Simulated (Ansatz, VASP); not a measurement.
NaI: VASP beside Ansatz

The input INCAR:

```
SYSTEM = NaI
ALGO = Normal
EDIFF = 1E-7
EDIFFG = -0.05
ENCUT = 500
GGA = PE
GGA_COMPAT = .False.
IBRION = 2
ISIF = 3
ISMEAR = 0
IVDW = 13
LASPH = .True.
LCHARG = .False.
LREAL = .False.
LWAVE = .False.
NELM = 120
NELMIN = 4
NSW = 50
PREC = Accurate
SIGMA = 0.01
```

File KPOINTS:

```
k-points
0
Gamma
  6 6 6
  0 0 0
```

POSCAR

```
NaI
1.0
    4.5769610000      0.0000000000      0.0000000000
    2.2884805000      3.9637644981      0.0000000000
    2.2884805000      1.3212548327      3.7370730075
Na I
1 1
Direct
    0.0000000000      0.0000000000      0.0000000000
    0.5000000000      0.5000000000      0.5000000000
```

Input for Ansatz:

```yaml
crystal:
  lattice:
    a: 4.576961
    b: 4.576961
    c: 4.576961
    alpha: 60.0
    beta: 60.0
    gamma: 60.0
  atoms:
    - { symbol: Na, position: [0.0, 0.0, 0.0] }
    - { symbol: I, position: [0.5, 0.5, 0.5] }
basis:
  ecutwfc: 510.0
kpoints:
  mp_grid:
    grid: [6, 6, 6]
hamiltonian:
  xc: pbe
  dispersion: d4
scf:
  occupations:
    method: fixed
relax:
  f_tol: 0.05
  max_steps: 30
  cell: {}
```

Alike in both runs: task relaxation of cell and atoms; functional PBE; dispersion D4; k mesh 6 × 6 × 6; no spin polarisation.

|  | VASP | Ansatz |
| --- | --- | --- |
| version | VASP 6.6.1 | Ansatz 0.2.0 |
| potentials or method | VASP PAW PBE potentials, release 64 (Na_pv, I), cutoff 500 eV | plane waves, PAW |
| occupations | gaussian, width 0.01 eV | fixed |
| valence electrons in the cell | 14 | 26 |

```tsv
	VASP	Ansatz	Ansatz less VASP
relaxed volume (Å³/atom)	32.89	32.88	-0.014
relaxed length of the cell vector where the two differ most in proportion (Å)	4.531	4.531	-0.0006
```

VASP's potentials hold 14 valence electrons a cell and Ansatz's 26, so a difference there can come from the potentials and not from the codes.

Neither program's run includes spin-orbit coupling.
